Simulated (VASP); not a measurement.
# SiGe2 (Fm-3m) in VASP: further runs, part 2 of 2

VASP 6.6.1.

### Step 5. Single point, PBEsol

This run uses another cell than the first one, of 19.10 Å³/atom, 1.185 times its volume.

INCAR

```
ALGO = Normal
EDIFF = 1E-6
ENCUT = 520
GGA = PS
ISIF = 2
ISMEAR = 0
LASPH = T
LCHARG = F
LREAL = F
LWAVE = F
NBANDS = 23
NELM = 60
PREC = Accurate
SIGMA = 0.1
```

KPOINTS

```
k-points
0
Gamma
  12 12 12
```

POSCAR

```
SiGe2
1.0
    0.0000000000      3.0597745592      3.0597745592
    3.0597745592      0.0000000000      3.0597745592
    3.0597745592      3.0597745592      0.0000000000
Si Ge
1 2
Direct
    0.0000000000      0.0000000000      0.0000000000
    0.7500000000      0.7500000000      0.7500000000
    0.2500000000      0.2500000000      0.2500000000
```

Potentials or basis: VASP PAW PBE potentials, release 64 (Si, Ge_d).

On the command line:

```sh
$ cat potpaw_PBE.64/Si/POTCAR potpaw_PBE.64/Ge_d/POTCAR > POTCAR
$ mpirun -np 1 vasp_std > vasp.out
```

OUTCAR:

```text
EDIFF = 1E-6
   ENCUT = 520
   GGA = PS
   ISIF = 2
   ISMEAR = 0
   LASPH = T
   LREAL = F
   NELM = 60
   PREC = Accurate

 ion  position               nearest neighbor table
   1  0.000  0.000  0.000-   2 2.65   2 2.65   2 2.65   2 2.65   3 2.65   3 2.65   3 2.65   3 2.65

   2  0.750  0.750  0.750-   1 2.65   1 2.65   1 2.65   1 2.65
   3  0.250  0.250  0.250-   1 2.65   1 2.65   1 2.65   1 2.65

  LATTYP: Found a face centered cubic cell.
 ALAT       =     6.1195491184

  Lattice vectors:

[... 192 lines left out ...]
      4     -18.0581      2.00000
      5     -18.0581      2.00000
      6     -18.0041      2.00000
[... 613 lines left out ...]
     22      14.2687      0.00000
     23      15.6843      0.00000

 [... further k-points ...]
[... 5 lines left out ...]
  --------------------------------------------------------------------------------------
  -------------------------------------------------------------------------------------
  Total       -0.0031971     -0.0031971     -0.0031971      0.0000000      0.0000000      0.0000000
  in kB       -0.0894057     -0.0894057     -0.0894057      0.0000000      0.0000000      0.0000000
  external PRESSURE =      -0.0894057 kB  Pullay stress =       0.0000000 kB

 VOLUME and BASIS-vectors are now :
 -----------------------------------------------------------------------------
  energy-cutoff  :      520.00
  volume of cell :       57.29
      direct lattice vectors                 reciprocal lattice vectors
     0.000000000  3.059774559  3.059774559    -0.163410732  0.163410732  0.163410732
     3.059774559  0.000000000  3.059774559     0.163410732 -0.163410732  0.163410732
     3.059774559  3.059774559  0.000000000     0.163410732  0.163410732 -0.163410732

 POSITION                                       TOTAL-FORCE (eV/Angst)
 -----------------------------------------------------------------------------------
      0.00000      0.00000      0.00000         0.000000      0.000000     -0.000000
      4.58966      4.58966      4.58966         0.000000      0.000000      0.000000
      1.52989      1.52989      1.52989        -0.000000     -0.000000     -0.000000
 -----------------------------------------------------------------------------------
    total drift:                               -0.000000     -0.000000      0.000000

  FREE ENERGIE OF THE ION-ELECTRON SYSTEM (eV)
  ---------------------------------------------------
  free  energy   TOTEN  =       -14.5968079000 eV

  energy  without entropy=      -14.5876234858  energy(sigma->0) =      -14.59221569
```

OSZICAR:

```text
N       E                     dE             d eps       ncg     rms          rms(c)
DAV:   1     0.221926572512E+03    0.22193E+03   -0.15614E+04  3853   0.342E+03
DAV:   2     0.191444860549E+02   -0.20278E+03   -0.19344E+03  3354   0.664E+02
DAV:   3    -0.135178277206E+02   -0.32662E+02   -0.32097E+02  4005   0.147E+02
DAV:   4    -0.146909099183E+02   -0.11731E+01   -0.11715E+01  3830   0.311E+01
DAV:   5    -0.147160753792E+02   -0.25165E-01   -0.25164E-01  4010   0.521E+00    0.344E+00
DAV:   6    -0.146281725749E+02    0.87903E-01   -0.68373E-02  4616   0.339E+00    0.193E+00
DAV:   7    -0.145987998892E+02    0.29373E-01   -0.37234E-02  4707   0.177E+00    0.312E-01
DAV:   8    -0.145967926972E+02    0.20072E-02   -0.49980E-03  4384   0.964E-01    0.835E-02
DAV:   9    -0.145968005461E+02   -0.78490E-05   -0.31820E-04  4361   0.210E-01    0.636E-02
DAV:  10    -0.145968073713E+02   -0.68251E-05   -0.19869E-05  4476   0.410E-02    0.183E-02
DAV:  11    -0.145968079000E+02   -0.52871E-06   -0.81837E-06  4614   0.455E-02
   1 F= -.14596808E+02 E0= -.14592216E+02  d E =-.918441E-02
```

stdout:

```text
POSCAR found type information on POSCAR SiGe
 POSCAR found :  2 types and       3 ions
 scaLAPACK will be used
 -----------------------------------------------------------------------------
|                                                                             |
|                                                                             |
|     You enforced a specific xc type in the INCAR file but a different       |
|     I HOPE YOU KNOW WHAT YOU ARE DOING!                                     |
|                                                                             |
 -----------------------------------------------------------------------------

 LDA part: xc-table for (Slater+PW92), standard interpolation
 POSCAR, INCAR and KPOINTS ok, starting setup
 FFT: planning ... GRIDC
 FFT: planning ... GRID_SOFT
 FFT: planning ... GRID
 WAVECAR not read
 entering main loop
```

Run time: 25 s. Hardware: 1 thread of Intel Xeon 6975P-C (Granite Rapids), shared host; peak memory 0.22 GiB.

What came out:

- Free energy: -14.5968 eV
- Pressure: 0.0 GPa
- Band gap on the k mesh: zero (band 16 reaches 7.47 eV, above the bottom of band 17 at 5.26 eV)

Levels at points of the mesh, in eV from the Fermi level:
| k point | band 13 | band 14 | band 15 | band 16 | band 17 | band 18 | band 19 | band 20 |
| --- | --- | --- | --- | --- | --- | --- | --- | --- |
| (0.00, 0.00, 0.00) | -1.72 | -1.72 | -1.72 | -1.11 | -1.11 | -1.11 | -1.02 | 4.09 |
| (0.50, 0.00, 0.00) | -4.28 | -2.90 | -2.90 | -0.79 | -0.79 | 0.09 | 5.39 | 5.90 |
| (0.50, 0.50, 0.00) | -7.12 | -4.88 | -4.88 | -1.35 | 4.28 | 4.28 | 5.27 | 6.62 |

Caveat: the PAW data sets were made with another functional, which shifts forces and pressure a little.

### Step 6. Single point, PBEsol

This run uses another cell than the first one, of 19.12 Å³/atom, 1.186 times its volume.

INCAR

```
SYSTEM = SiGe2
  ALGO = Normal
  EDIFF = 1E-6
  ENCUT = 520
  GGA = PS
  ISIF = 2
  ISMEAR = -1
  LASPH = .True.
  LCHARG = .False.
  LREAL = .False.
  LWAVE = .False.
  NBANDS = 23
  NELM = 80
  PREC = Accurate
  SIGMA = 0.15
```

KPOINTS

```
k-points
0
Gamma
  12 12 12
  0 0 0
```

POSCAR

```
SiGe2
1.0
    0.0000000000      3.0608803906      3.0608803906
    3.0608803906      0.0000000000      3.0608803906
    3.0608803906      3.0608803906      0.0000000000
Si Ge
1 2
Direct
    0.0000000000      0.0000000000      0.0000000000
    0.7500000000      0.7500000000      0.7500000000
    0.2500000000      0.2500000000      0.2500000000
```

Potentials or basis: VASP PAW PBE potentials, release 64 (Si, Ge_d).

On the command line:

```sh
$ cat potpaw_PBE.64/Si/POTCAR potpaw_PBE.64/Ge_d/POTCAR > POTCAR
$ mpirun -np 1 vasp_std > vasp.out
```

OUTCAR:

```text
SYSTEM = SiGe2
   EDIFF = 1E-6
   ENCUT = 520
   GGA = PS
   ISIF = 2
   ISMEAR = -1
   LASPH = .True.
   LREAL = .False.
   NELM = 80
   PREC = Accurate

 ion  position               nearest neighbor table
   1  0.000  0.000  0.000-   2 2.65   2 2.65   2 2.65   2 2.65   3 2.65   3 2.65   3 2.65   3 2.65

   2  0.750  0.750  0.750-   1 2.65   1 2.65   1 2.65   1 2.65
   3  0.250  0.250  0.250-   1 2.65   1 2.65   1 2.65   1 2.65

  LATTYP: Found a face centered cubic cell.
 ALAT       =     6.1217607812

  Lattice vectors:

 A1 = (   0.0000000000,   3.0608803906,   3.0608803906)
 A2 = (   3.0608803906,   0.0000000000,   3.0608803906)
 A3 = (   3.0608803906,   3.0608803906,   0.0000000000)

Analysis of symmetry for initial positions (statically):
=====================================================================
 Subroutine PRICEL returns:
 Original cell was already a primitive cell.

 Routine SETGRP: Setting up the symmetry group for a
 face centered cubic supercell.

 Subroutine GETGRP returns: Found 48 space group operations
 (whereof 48 operations were pure point group operations)
 out of a pool of 48 trial point group operations.

The static configuration has the point symmetry O_h .

Analysis of symmetry for dynamics (positions and initial velocities):
=====================================================================
 Subroutine PRICEL returns:
 Original cell was already a primitive cell.

 Routine SETGRP: Setting up the symmetry group for a
 face centered cubic supercell.

 Subroutine GETGRP returns: Found 48 space group operations
 (whereof 48 operations were pure point group operations)
 out of a pool of 48 trial point group operations.

The dynamic configuration has the point symmetry O_h .

 Subroutine INISYM returns: Found 48 space group operations
 (whereof 48 operations are pure point group operations),
 and found     1 'primitive' translations

----------------------------------------------------------------------------------------

                                     Primitive cell

  volume of cell :      57.3547

  direct lattice vectors                    reciprocal lattice vectors
     0.000000000  3.060880391  3.060880391    -0.163351695  0.163351695  0.163351695
     3.060880391  0.000000000  3.060880391     0.163351695 -0.163351695  0.163351695
     3.060880391  3.060880391  0.000000000     0.163351695  0.163351695 -0.163351695

  length of vectors
     4.328738561  4.328738561  4.328738561     0.282933435  0.282933435  0.282933435

  position of ions in fractional coordinates (direct lattice)
     0.000000000  0.000000000  0.000000000
     0.750000000  0.750000000  0.750000000
     0.250000000  0.250000000  0.250000000

  ion indices of the primitive-cell ions
   primitive index   ion index
                 1           1
                 2           2
                 3           3

----------------------------------------------------------------------------------------

 KPOINTS: k-points

Automatic generation of k-mesh.
 Grid dimensions read from file:
 generate k-points for:   12   12   12

 Generating k-lattice:

  Cartesian coordinates                     Fractional coordinates (reciprocal lattice)
    -0.013612641  0.013612641  0.013612641     0.083333333  0.000000000  0.000000000
     0.013612641 -0.013612641  0.013612641     0.000000000  0.083333333  0.000000000
     0.013612641  0.013612641 -0.013612641     0.000000000  0.000000000  0.083333333

  Length of vectors
     0.023577786  0.023577786  0.023577786

  Shift w.r.t. Gamma in fractional coordinates (k-lattice)
     0.000000000  0.000000000  0.000000000

 Subroutine IBZKPT returns following result:
 ===========================================

 Found     72 irreducible k-points:

 Following reciprocal coordinates:
            Coordinates               Weight
  0.000000  0.000000  0.000000      1.000000
  0.083333  0.000000  0.000000      8.000000
  0.166667  0.000000  0.000000      8.000000
  0.250000  0.000000  0.000000      8.000000
  0.333333  0.000000  0.000000      8.000000
  0.416667  0.000000  0.000000      8.000000
[... 16 lines left out ...]
  0.500000  0.166667  0.000000     24.000000
 -0.416667  0.166667  0.000000     24.000000
 [... further k-points ...]
   k-points           NKPTS =     72   k-points in BZ     NKDIM =     72   number of bands    NBANDS=     23
   number of dos      NEDOS =    301   number of ions     NIONS =      3
   total plane-waves  NPLWV =  32768
   dimension x,y,z NGX =    32 NGY =   32 NGZ =   32
   dimension x,y,z NGXF=    64 NGYF=   64 NGZF=   64
   ions per type =               1   2
   NGX,Y,Z   is equivalent  to a cutoff of  12.29, 12.29, 12.29 a.u.
   NGXF,Y,Z  is equivalent  to a cutoff of  24.58, 24.58, 24.58 a.u.
 SYSTEM =  SiGe2
   PREC   = accura    normal or accurate (medium, high low for compatibility)
   ISTART =      0    job   : 0-new  1-cont  2-samecut
   ICHARG =      2    charge: 1-file 2-atom 10-const
   ISPIN  =      1    spin polarized calculation?
   LNONCOLLINEAR =      F non collinear calculations
   LSORBIT =      F    spin-orbit coupling
   LASPH  =      T    aspherical Exc in radial PAW
   ENCUT  =  520.0 eV  38.22 Ry    6.18 a.u.   8.05  8.05  8.05*2*pi/ulx,y,z
   NELM   =     80;   NELMIN=  2; NELMDL= -5     # of ELM steps
   EDIFF  = 0.1E-05   stopping-criterion for ELM
   LREAL  =      F    real-space projection
   EDIFFG = 0.1E-04   stopping-criterion for IOM
   NSW    =      0    number of steps for IOM
   IBRION =     -1    ionic relax: 0-MD 1-quasi-New 2-CG
   NFREE  =      0    steps in history (QN), initial steepest desc. (CG)
   ISIF   =      2    stress and relaxation
   ISYM   =      2    0-nonsym 1-usesym 2-fastsym
   POTIM  = 0.5000    time-step for ionic-motion
   TEBEG  =    0.0;   TEEND  =   0.0 temperature during run
   PSTRESS=    0.0 pullay stress
   NELECT =      32.0000    total number of electrons
   NUPDOWN=      -1.0000    fix difference up-down
   EMIN   =  10.00;   EMAX   =-10.00  energy-range for DOS
   EFERMI =   0.00;   METHOD = LEGACY
   ISMEAR =    -1;   SIGMA  =   0.15  broadening in eV -4-tet -1-fermi 0-gaus
   EFERMI_NEDOS =   21; number of points for ismear=-14 and -15
   IALGO  =     38    algorithm
   IMIX   =      4    mixing-type and parameters
     AMIX     =   0.40;   BMIX     =  1.00
     AMIX_MAG =   1.60;   BMIX_MAG =  1.00
  volume/ion in A,a.u.               =      19.12       129.02
  Fermi-wavevector in a.u.,A,eV,Ry     =   1.347727  2.546834 24.713173  1.816367
  Thomas-Fermi vector in A             =   2.475454
   LORBIT       =      0    0 simple, 1 ext, 2 COOP (PROOUT), +10 PAW based schemes
   GGA     = PS    functional components
   LHFCALC =     F    Hartree Fock is set to
   AEXX    =    0.0000 exact exchange contribution
   IVDW    =     0    specifies the selected vdW correction
   LEPSILON=     F    determine dielectric tensor
   LRPA    =     F    only Hartree local field effects (RPA)
 non-spin polarized calculation
  energy-cutoff  :      520.00
  volume of cell :       57.35
 maximum number of plane-waves:      1572
   NGX = 17   NGY = 17   NGZ = 17

 number of electron      31.9999987 magnetization

 Free energy of the ion-electron system (eV)
  ---------------------------------------------------
  ext. energy  EPLUGINS =         0.00000000
  ---------------------------------------------------
  free energy    TOTEN  =       -14.64802345 eV

  energy without entropy =      -14.54347687  energy(sigma->0) =      -14.59575016

 E-fermi :   6.5935     XC(G=0): -10.7673

 val. band max:        6.5866559870   @ k =  -0.3333   0.2500   0.0000
 cond. band min:       6.5968569754   @ k =   0.5000   0.3333   0.0833
 fundamental gap:      0.0102009884
 Fermi energy:         6.5934790234

 k-point     1 :       0.0000    0.0000    0.0000
  band No.  band energies     occupation
      1     -18.0898      2.00000
      2     -18.0898      2.00000
      3     -18.0656      2.00000
      4     -18.0656      2.00000
      5     -18.0656      2.00000
      6     -18.0118      2.00000
[... 15 lines left out ...]
     22      10.6812      0.00000
     23      12.0374      0.00000

 k-point     2 :       0.0833    0.0000    0.0000
  band No.  band energies     occupation
      1     -18.0878      2.00000
      2     -18.0878      2.00000
      3     -18.0648      2.00000
      4     -18.0646      2.00000
      5     -18.0646      2.00000
      6     -18.0126      2.00000
[... 564 lines left out ...]
 k-point    24 :      -0.4167    0.1667    0.0000
  band No.  band energies     occupation
      1     -18.0530      2.00000
      2     -18.0494      2.00000
      3     -18.0453      2.00000
      4     -18.0426      2.00000
      5     -18.0421      2.00000
      6     -18.0318      2.00000
[... 15 lines left out ...]
     22      14.2502      0.00000
     23      15.6641      0.00000

 [... further k-points ...]
[... 5 lines left out ...]
  --------------------------------------------------------------------------------------
  -------------------------------------------------------------------------------------
  Total       -0.0036915     -0.0036915     -0.0036915      0.0000000      0.0000000      0.0000000
  in kB       -0.1031192     -0.1031192     -0.1031192      0.0000000      0.0000000      0.0000000
  external PRESSURE =      -0.1031192 kB  Pullay stress =       0.0000000 kB

 VOLUME and BASIS-vectors are now :
 -----------------------------------------------------------------------------
  energy-cutoff  :      520.00
  volume of cell :       57.35
      direct lattice vectors                 reciprocal lattice vectors
     0.000000000  3.060880391  3.060880391    -0.163351695  0.163351695  0.163351695
     3.060880391  0.000000000  3.060880391     0.163351695 -0.163351695  0.163351695
     3.060880391  3.060880391  0.000000000     0.163351695  0.163351695 -0.163351695

 POSITION                                       TOTAL-FORCE (eV/Angst)
 -----------------------------------------------------------------------------------
      0.00000      0.00000      0.00000         0.000000      0.000000     -0.000000
      4.59132      4.59132      4.59132         0.000000      0.000000      0.000000
      1.53044      1.53044      1.53044        -0.000000     -0.000000     -0.000000
 -----------------------------------------------------------------------------------
    total drift:                               -0.000000     -0.000000      0.000000

  FREE ENERGIE OF THE ION-ELECTRON SYSTEM (eV)
  ---------------------------------------------------
  free  energy   TOTEN  =       -14.6480234455 eV

  energy  without entropy=      -14.5434768722  energy(sigma->0) =      -14.59575016
```

Wall time 30 s (1 thread of Intel Xeon 6975P-C (Granite Rapids), shared host); peak memory 0.22 GiB.

What came out:

```
Free energy            : -14.6480 eV
Pressure               : 0.0 GPa
Band gap on the k mesh : zero (band 16 reaches 7.45 eV, above the bottom of band 17 at 5.25 eV)
```

Levels at points of the mesh, in eV from the Fermi level:
```csv
k point,band 12,band 13,band 14,band 15,band 16,band 17,band 18,band 19,band 20,band 21
"(0.00, 0.00, 0.00)",-4.32,-1.71,-1.71,-1.71,-1.11,-1.11,-1.11,-1.03,4.09,4.09
"(0.50, 0.00, 0.00)",-9.84,-4.29,-2.90,-2.90,-0.79,-0.79,0.08,5.38,5.90,5.90
"(0.50, 0.50, 0.00)",-9.01,-7.12,-4.87,-4.87,-1.35,4.27,4.27,5.26,6.61,6.61
```

Caveat: the PAW data sets were made with another functional, which shifts forces and pressure a little.

### Step 7. Overview

```csv
task,cell,k mesh,cutoff (eV),smearing,gap on the mesh (eV),pressure (GPa)
single point,"a = 4.089 Å, angles 60.0°, 3 atoms",6 × 6 × 6,520,gaussian 0.1 eV,none,16.8
single point,"a = 4.329 Å, angles 60.0°, 3 atoms",6 × 6 × 6,520,gaussian 0.1 eV,none,0.1
relaxation of cell and atoms,"relaxed from a = 4.089 Å, angles 60.0°, 3 atoms",6 × 6 × 6,600,gaussian 0.1 eV,none,-0.1
single point,"a = 4.327 Å, angles 60.0°, 3 atoms",12 × 12 × 12,520,gaussian 0.1 eV,none,0.0
single point,"a = 4.329 Å, angles 60.0°, 3 atoms",12 × 12 × 12,520,fermi-dirac 0.15 eV,none,0.0
```

Alike in all rows: level PBEsol; potentials or basis VASP PAW PBE potentials, release 64 (Si, Ge_d); no spin polarisation.

Caveats: the PAW data sets were made with another functional, which shifts forces and pressure a little; the volume moved by over 15 % at a fixed basis, so the end points are rough (some runs).

Total energies depend on the potentials used, so only differences within one code and one set of settings carry meaning.
